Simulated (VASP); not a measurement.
# Si8C7 (a cell with a defect) in VASP: notebook, part 2 of 2

VASP 6.6.1. The steps go on from the part before.

**4. Single point, PBE**

INCAR reads:

```
PREC = Accurate
ENCUT = 520
EDIFF = 1E-6
ISMEAR = 0
SIGMA = 0.02
LREAL = False
LASPH = True
NELM = 120
ALGO = Normal
ISIF = 2
LWAVE = False
LCHARG = True
GGA = PE
LELF = True
LVHAR = True
NBANDS = 43
NELECT = 62.0
GGA_COMPAT = False
```

KPOINTS reads:

```
Automatic mesh
0
Gamma
  2 2 2
```

POSCAR reads:

```
Si8C7
1.0
   -3.0760000000     -5.3277880000      0.0000000000
    4.6140000000     -2.6638940000      0.0000000000
    0.0000000000      0.0000000000      5.0480000000
Si C
8 7
Direct
    0.4922053570      0.6633590546     -0.0023276545
    0.4902324265      0.3276367456      0.5178423138
    0.2011474716      0.1595588693      0.0191261886
    0.2525756556      0.8288976412      0.5044788035
   -0.0049323817      0.6457706966     -0.0156388669
    0.0041663028      0.3343837337      0.5340372425
    0.8021005955      0.1827415327      0.0008674723
    0.7553963630      0.8296615112      0.4948488510
    0.5035259899      0.6602711194      0.3739790016
    0.3682807269      0.3854242558      0.8463276545
    0.2521936082      0.1559374813      0.3806170761
    0.2439161636      0.8449646986      0.8784758320
    0.0060559263      0.6603229365      0.3701755151
    0.7493949152      0.1652966535      0.3873286450
    0.7507454769      0.8279677258      0.8721196513
```

Potentials or basis: VASP PAW PBE potentials, release 64 (Si, C).

On the command line:

```sh
$ cat potpaw_PBE.64/Si/POTCAR potpaw_PBE.64/C/POTCAR > POTCAR
$ mpirun -np 1 vasp_std > vasp.out
```

OUTCAR:

```text
PREC = Accurate
   ENCUT = 520
   EDIFF = 1E-6
   ISMEAR = 0
   LREAL = False
   LASPH = True
   NELM = 120
   ISIF = 2
   GGA = PE
   NELECT = 62.0

 ion  position               nearest neighbor table
   1  0.492  0.663  0.998-  10 1.83   9 1.90  12 1.91  15 1.92   2 3.01   4 3.02   5 3.06   4 3.08
                             5 3.10   8 3.12   8 3.14
   2  0.490  0.328  0.518-  10 1.85  11 1.86   9 1.92  14 1.93   6 2.99   1 3.01   4 3.03   4 3.05
                             8 3.12   8 3.14
   3  0.201  0.160  0.019-  10 1.81  12 1.84  11 1.85   7 2.46   6 2.89   5 2.89   6 3.02   5 3.02
                             4 3.03
   4  0.253  0.829  0.504-  11 1.85  13 1.89  12 1.89   9 1.90   1 3.02   2 3.03   3 3.03   2 3.05
                             6 3.05   5 3.05   8 3.06   1 3.08   8 3.09   6 3.10
   5  0.995  0.646  0.984-  15 1.88  12 1.94  13 1.95   7 2.74   6 2.81   3 2.89   3 3.02   8 3.04
                             4 3.05   1 3.06   1 3.10   7 3.10   8 3.13
   6  0.004  0.334  0.534-  13 1.92  14 1.95  11 1.96   7 2.78   5 2.81   3 2.89   2 2.99   3 3.02
                             4 3.05   8 3.06   7 3.07   4 3.10   8 3.10
   7  0.802  0.183  0.001-  14 1.98  15 2.02   3 2.46   5 2.74   6 2.78   6 3.07   5 3.10   8 3.14

   8  0.755  0.830  0.495-  14 1.87   9 1.89  13 1.89  15 1.90   5 3.04   6 3.06   4 3.06   4 3.09
                             6 3.10   1 3.12   2 3.12   5 3.13   2 3.14   7 3.14   1 3.14
   9  0.504  0.660  0.374-   8 1.89   1 1.90   4 1.90   2 1.92
  10  0.368  0.385  0.846-   3 1.81   1 1.83   2 1.85
  11  0.252  0.156  0.381-   4 1.85   3 1.85   2 1.86   6 1.96
  12  0.244  0.845  0.878-   3 1.84   4 1.89   1 1.91   5 1.94
  13  0.006  0.660  0.370-   4 1.89   8 1.89   6 1.92   5 1.95
  14  0.749  0.165  0.387-   8 1.87   2 1.93   6 1.95   7 1.98
  15  0.751  0.828  0.872-   5 1.88   8 1.90   1 1.92   7 2.02

  LATTYP: Found a simple orthorhombic cell.
 ALAT       =     5.0480000000
 B/A-ratio  =     1.0554255573
 C/A-ratio  =     1.2187004267

  Lattice vectors:

 A1 = (   0.0000000000,   0.0000000000,  -5.0480000000)
 A2 = (   4.6140000000,  -2.6638940000,   0.0000000000)
 A3 = (  -3.0760000000,  -5.3277880000,   0.0000000000)

[... 177 lines left out ...]
  ---------------------------------------------------
  ext. energy  EPLUGINS =         0.00000000
  ---------------------------------------------------
  free energy    TOTEN  =       -86.54854756 eV

  energy without entropy =      -86.54853192  energy(sigma->0) =      -86.54853974

 E-fermi :   9.4335     XC(G=0): -11.3500

 val. band max:        9.3878917500   @ k =   0.5000   0.5000   0.0000
 cond. band min:       9.4790621844   @ k =   0.0000   0.0000   0.5000
 fundamental gap:      0.0911704344
 Fermi energy:         9.4334769666

 k-point     1 :       0.0000    0.0000    0.0000
  band No.  band energies     occupation
      1      -7.5711      2.00000
      2      -4.8732      2.00000
      3      -4.3258      2.00000
      4      -4.2402      2.00000
      5      -3.5749      2.00000
      6      -2.7630      2.00000
[... 357 lines left out ...]
     42      14.4548      0.00000
     43      14.7981      0.00000

------------------------ aborting loop because EDIFF is reached ----------------------------------------

  FORCE on cell =-STRESS in cart. coord.  units (eV):
  Direction    XX          YY          ZZ          XY          YZ          ZX
  --------------------------------------------------------------------------------------
  -------------------------------------------------------------------------------------
  Total       30.6155821     19.1399195     29.9334825     -4.0968746     -0.7695323     -2.3619808
  in kB      296.4629977    185.3395398    289.8579527    -39.6716849     -7.4516905    -22.8720103
  external PRESSURE =     257.2201634 kB  Pullay stress =       0.0000000 kB

 VOLUME and BASIS-vectors are now :
 -----------------------------------------------------------------------------
  energy-cutoff  :      520.00
  volume of cell :      165.46
      direct lattice vectors                 reciprocal lattice vectors
    -3.076000000 -5.327788000  0.000000000    -0.081274382 -0.140771367  0.000000000
     4.614000000 -2.663894000  0.000000000     0.162548765 -0.093847578  0.000000000
     0.000000000  0.000000000  5.048000000     0.000000000  0.000000000  0.198098257

 POSITION                                       TOTAL-FORCE (eV/Angst)
 -----------------------------------------------------------------------------------
      1.54671     -4.38948      5.03625         0.364034     -0.305866      0.142284
      0.00376     -3.48464      2.61407        -0.067297      0.074332     -0.613382
      0.11748     -1.49672      0.09655         0.654929      1.038462      0.015389
      3.04761     -3.55377      2.54661         0.108077      0.039064     -0.082034
     -0.08124     -7.02177      4.96905         0.088447      0.445309     -0.131651
      1.53003     -0.91296      2.69582         0.141599      0.103985     -0.041734
     -1.62409     -4.76023      0.00438        -0.276296     -0.874085      0.252441
      1.50446     -6.23472      2.49800         0.124844     -0.006365      0.114347
      1.49764     -4.44157      1.88785         0.039135     -0.049362      0.024995
      0.64552     -2.98885      4.27226        -1.716060     -1.472910      0.256115
     -0.05625     -1.75904      1.92136         0.074861      0.215174     -0.075358
      3.14838     -3.55043      4.43455        -0.365070      0.492527     -0.152561
      3.02810     -1.79130      1.86865         0.160514      0.111405     -0.033044
     -1.54246     -4.43295      1.95523         0.160619      0.130647      0.128230
      1.51095     -6.20543      4.40246         0.507663      0.057683      0.195965
 -----------------------------------------------------------------------------------
    total drift:                               -0.000117     -0.000261     -0.000290

  FREE ENERGIE OF THE ION-ELECTRON SYSTEM (eV)
  ---------------------------------------------------
  free  energy   TOTEN  =       -86.5485475605 eV

  energy  without entropy=      -86.5485319210  energy(sigma->0) =      -86.54853974
```

OSZICAR:

```text
N       E                     dE             d eps       ncg     rms          rms(c)
DAV:   1     0.204746814615E+03    0.20475E+03   -0.28412E+04   688   0.130E+03
DAV:   2    -0.806860153400E+02   -0.28543E+03   -0.27021E+03   840   0.224E+02
DAV:   3    -0.997960044898E+02   -0.19110E+02   -0.18865E+02   848   0.553E+01
DAV:   4    -0.100222235436E+03   -0.42623E+00   -0.42441E+00   880   0.899E+00
DAV:   5    -0.100233573708E+03   -0.11338E-01   -0.11330E-01   872   0.136E+00    0.234E+01
DAV:   6    -0.867518227892E+02    0.13482E+02   -0.47879E+01   794   0.244E+01    0.106E+01
DAV:   7    -0.866254306514E+02    0.12639E+00   -0.41618E+00   848   0.793E+00    0.498E+00
DAV:   8    -0.865540963474E+02    0.71334E-01   -0.21039E-01   832   0.202E+00    0.193E+00
DAV:   9    -0.865481411762E+02    0.59552E-02   -0.38854E-02   856   0.956E-01    0.288E-01
DAV:  10    -0.865481573560E+02   -0.16180E-04   -0.57106E-03   816   0.356E-01    0.160E-01
DAV:  11    -0.865484882697E+02   -0.33091E-03   -0.14636E-03   848   0.156E-01    0.940E-02
DAV:  12    -0.865485359411E+02   -0.47671E-04   -0.21298E-04   888   0.686E-02    0.282E-02
DAV:  13    -0.865485468918E+02   -0.10951E-04   -0.42028E-05   832   0.306E-02    0.113E-02
DAV:  14    -0.865485475605E+02   -0.66867E-06   -0.41817E-06   808   0.940E-03
   1 F= -.86548548E+02 E0= -.86548540E+02  d E =-.156395E-04
```

It took 38 s on 1 thread of Intel Xeon Platinum 8488C (Sapphire Rapids), shared host; peak memory 0.27 GiB.

What came out:

| Quantity | Value |
| --- | --- |
| Free energy | -86.5485 eV |
| Largest force | 2.276 eV/Å |

Forces on the atoms (eV/Å):
```
Si   0.364 -0.306  0.142
Si  -0.067  0.074 -0.613
Si   0.655  1.038  0.015
Si   0.108  0.039 -0.082
Si   0.088  0.445 -0.132
Si   0.142  0.104 -0.042
Si  -0.276 -0.874  0.252
Si   0.125 -0.006  0.114
C    0.039 -0.049  0.025
C   -1.716 -1.473  0.256
C    0.075  0.215 -0.075
C   -0.365  0.493 -0.153
C    0.161  0.111 -0.033
C    0.161  0.131  0.128
C    0.508  0.058  0.196
```

Caveat: the k points lie up to 0.62 Å⁻¹ apart; the cell carries a net charge on a neutralising background, which shifts energy and pressure; the cell is charged against a uniform background, so pressure and absolute levels hang on convention.

**5. Single point, PBE**

INCAR reads:

```
ALGO = Normal ; EDIFF = 1E-6
ENCUT = 520 ; GGA = PE
GGA_COMPAT = False ; ISIF = 2
ISMEAR = 0 ; LASPH = True
LCHARG = True ; LELF = True
LREAL = False ; LVHAR = True
LWAVE = False ; NBANDS = 43
NELECT = 62.0 ; NELM = 120
PREC = Accurate ; SIGMA = 0.02
```

KPOINTS reads:

```
k-points
0
Gamma
  2 2 2
```

POSCAR reads:

```
Si8C7
1.0
   -3.0760000000     -5.3277880000      0.0000000000
    4.6140000000     -2.6638940000      0.0000000000
    0.0000000000      0.0000000000      5.0480000000
Si C
8 7
Direct
    0.5042694259      0.6454256077     -0.0173664818
    0.4950690589      0.3341630744      0.5323660856
    0.2978087556      0.1593014157      0.0175261490
    0.2467537383      0.8286385997      0.5028185420
    0.0071395847      0.6632098748     -0.0039564184
    0.0089629662      0.3274016220      0.5162228605
    0.6974004609      0.1824555305     -0.0008052694
    0.7439346130      0.8293937732      0.4931830428
    0.4932694367      0.6600296462      0.3684934628
    0.1310237681      0.3852939121      0.8446160856
    0.2470083121      0.1556969155      0.3790352615
    0.2554564578      0.8447217305      0.8768171553
   -0.0041925500      0.6600521708      0.3723272583
    0.7498460159      0.1650356188      0.3856808637
    0.7485849311      0.8276899107      0.8704607765
```

Potentials or basis: VASP PAW PBE potentials, release 64 (Si, C).

On the command line:

```sh
$ cat potpaw_PBE.64/Si/POTCAR potpaw_PBE.64/C/POTCAR > POTCAR
$ mpirun -np 1 vasp_std > vasp.out
```

OUTCAR:

```text
EDIFF = 1E-6
   ENCUT = 520
   GGA = PE
   ISIF = 2
   ISMEAR = 0
   LASPH = True
   LREAL = False
   NELECT = 62.0
   NELM = 120
   PREC = Accurate

 ion  position               nearest neighbor table
   1  0.504  0.645  0.983-  15 1.88  12 1.94   9 1.95   7 2.74   2 2.81   3 2.89   3 3.02   8 3.04
                             4 3.05   5 3.06   5 3.10   7 3.10   8 3.13
   2  0.495  0.334  0.532-   9 1.92  14 1.95  11 1.96   7 2.78   1 2.81   3 2.89   6 2.99   3 3.02
                             4 3.05   8 3.06   7 3.07   4 3.10   8 3.10
   3  0.298  0.159  0.018-  10 1.81  12 1.84  11 1.85   7 2.46   2 2.89   1 2.89   2 3.02   1 3.02
                             4 3.03
   4  0.247  0.829  0.503-  11 1.85   9 1.89  12 1.89  13 1.90   5 3.02   3 3.03   6 3.03   6 3.05
                             2 3.05   1 3.05   8 3.06   5 3.08   8 3.09   2 3.10
   5  0.007  0.663  0.996-  10 1.83  13 1.90  12 1.91  15 1.92   6 3.01   4 3.02   1 3.06   4 3.08
                             1 3.10   8 3.12   8 3.14
   6  0.009  0.327  0.516-  10 1.85  11 1.86  13 1.92  14 1.93   2 2.99   5 3.01   4 3.03   4 3.05
[... 585 lines left out ...]
  FORCE on cell =-STRESS in cart. coord.  units (eV):
  Direction    XX          YY          ZZ          XY          YZ          ZX
  --------------------------------------------------------------------------------------
  -------------------------------------------------------------------------------------
  Total       25.5801622     24.1883028     29.9374182     -7.0410817      2.4295758     -0.5382532
  in kB      247.7030004    234.2250662    289.8960635    -68.1816268     23.5265603     -5.2121226
  external PRESSURE =     257.2747100 kB  Pullay stress =       0.0000000 kB

 VOLUME and BASIS-vectors are now :
 -----------------------------------------------------------------------------
  energy-cutoff  :      520.00
  volume of cell :      165.46
      direct lattice vectors                 reciprocal lattice vectors
    -3.076000000 -5.327788000  0.000000000    -0.081274382 -0.140771367  0.000000000
     4.614000000 -2.663894000  0.000000000     0.162548765 -0.093847578  0.000000000
     0.000000000  0.000000000  5.048000000     0.000000000  0.000000000  0.198098257

 POSITION                                       TOTAL-FORCE (eV/Angst)
 -----------------------------------------------------------------------------------
      1.42686     -4.40599      4.96033        -0.340586     -0.299527     -0.131352
      0.01900     -3.52780      2.68738        -0.019072     -0.177477     -0.039247
     -0.18104     -2.01102      0.08847        -0.586158     -1.109277      0.017274
      3.06432     -3.52206      2.53823         0.019383     -0.112838     -0.080397
      3.03809     -1.80476      5.02803         0.444042     -0.159048      0.139341
      1.48306     -0.91992      2.60589        -0.097930      0.018695     -0.613724
     -1.30335     -4.20164      5.04394         0.627947      0.693081      0.253542
      1.53848     -6.17294      2.48959         0.069496     -0.101782      0.115251
      1.52808     -4.38628      1.86016        -0.011813     -0.195469     -0.036443
      1.37472     -1.72445      4.26362         0.417586      2.225813      0.259744
     -0.04141     -1.73077      1.91337        -0.150312     -0.171829     -0.079399
      3.11176     -3.61127      4.42617        -0.604851      0.073862     -0.152728
     -0.01762     -7.06376      1.87951         0.060767     -0.006598      0.023903
     -1.54505     -4.43466      1.94692        -0.033109     -0.205795      0.128548
      1.51631     -6.19318      4.39409         0.204610     -0.471809      0.195688
 -----------------------------------------------------------------------------------
    total drift:                                0.000110      0.000222     -0.000336

  FREE ENERGIE OF THE ION-ELECTRON SYSTEM (eV)
  ---------------------------------------------------
  free  energy   TOTEN  =       -86.5442847825 eV

  energy  without entropy=      -86.5442681918  energy(sigma->0) =      -86.54427649
```

stdout:

```text
POSCAR found type information on POSCAR SiC
 POSCAR found :  2 types and      15 ions
 scaLAPACK will be used
 LDA part: xc-table for (Slater+PW92), standard interpolation
 POSCAR, INCAR and KPOINTS ok, starting setup
 FFT: planning ... GRIDC
 FFT: planning ... GRID_SOFT
 FFT: planning ... GRID
 WAVECAR not read
 entering main loop
 the old and the new charge density differ
 old charge density:    60.00000 new   62.00000
    0.234E+01
```

It took 38 s on 1 thread of Intel Xeon Platinum 8488C (Sapphire Rapids), shared host; peak memory 0.27 GiB.

Results:

```yaml
Free_energy: -86.5443 eV
Largest_force: 2.279 eV/Å
```

Forces in eV/Å, atoms in the order of the input:
```
Si  -0.341 -0.300 -0.131
Si  -0.019 -0.177 -0.039
Si  -0.586 -1.109  0.017
Si   0.019 -0.113 -0.080
Si   0.444 -0.159  0.139
Si  -0.098  0.019 -0.614
Si   0.628  0.693  0.254
Si   0.069 -0.102  0.115
C   -0.012 -0.195 -0.036
C    0.418  2.226  0.260
C   -0.150 -0.172 -0.079
C   -0.605  0.074 -0.153
C    0.061 -0.007  0.024
C   -0.033 -0.206  0.129
C    0.205 -0.472  0.196
```

Levels at points of the mesh, in eV from the Fermi level:
```tsv
k point	band 29	band 30	band 31	band 32	band 33	band 34
(0.00, 0.00, 0.00)	-2.03	-0.87	0.29	0.56	1.30	1.67
(0.50, 0.00, 0.00)	-1.31	-1.05	-0.25	0.35	1.14	1.47
(0.00, 0.50, 0.00)	-1.95	-1.15	-0.23	0.52	1.40	1.85
(0.50, 0.50, 0.00)	-1.91	-0.77	-0.40	-0.05	1.87	2.69
(0.00, 0.00, 0.50)	-2.17	-0.40	0.05	1.10	1.57	2.48
(0.50, 0.00, 0.50)	-1.64	-1.28	-0.40	0.24	2.58	2.93
(0.00, 0.50, 0.50)	-2.35	-0.92	-0.33	0.61	1.23	1.77
(0.50, 0.50, 0.50)	-2.81	-1.12	-0.66	-0.51	2.60	2.81
```

Caveat: the k points lie up to 0.62 Å⁻¹ apart; the cell carries a net charge on a neutralising background, which shifts energy and pressure; the cell is charged against a uniform background, so pressure and absolute levels hang on convention.
